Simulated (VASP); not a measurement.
Input of a VASP 6.6.1 run:

Contents of INCAR:

```
PREC = Accurate ; ENCUT = 520
EDIFF = 1E-6 ; ISMEAR = 0
SIGMA = 0.01 ; LREAL = False
LASPH = True ; NELM = 80
ALGO = Normal ; ISIF = 2
LWAVE = False ; LCHARG = False
GGA = PS ; NBANDS = 26
```

KPOINTS

```
regular mesh
0
Gamma
  12 12 6
```

File POSCAR:

```
ZnS
1.0
    3.7822342358      0.0000000000      0.0000000000
   -1.8911171179      3.2755109313      0.0000000000
    0.0000000000      0.0000000000      6.2081486949
Zn S
2 2
Direct
    0.3333333333      0.6666666667     -0.0562071360
    0.6666666667      0.3333333333      0.4437928640
    0.3333333333      0.6666666667      0.4312071360
    0.6666666667      0.3333333333      0.9312071360
```

Potentials or basis: VASP PAW PBE potentials, release 64 (Zn, S).

Run with:

```console
$ cat potpaw_PBE.64/Zn/POTCAR potpaw_PBE.64/S/POTCAR > POTCAR
$ mpirun -np 1 vasp_std > vasp.out
```

What does it give for the pressure?

6.0 GPa.

What does it give for the largest force?

0.222 eV/Å.

What does it give for the band gap on the k mesh?

2.54 eV (least direct gap 2.56 eV).

Stress tensor (GPa, compression positive):
```
 9.35  0.00  0.00
 0.00  9.35  0.00
 0.00  0.00 -0.68
```

Caveat: the cell differs from its parent crystal (atoms displaced along a vibrational mode); the cell stands under pressure; the PAW data sets were made with another functional, which shifts forces and pressure a little. A k mesh can miss the band edges.
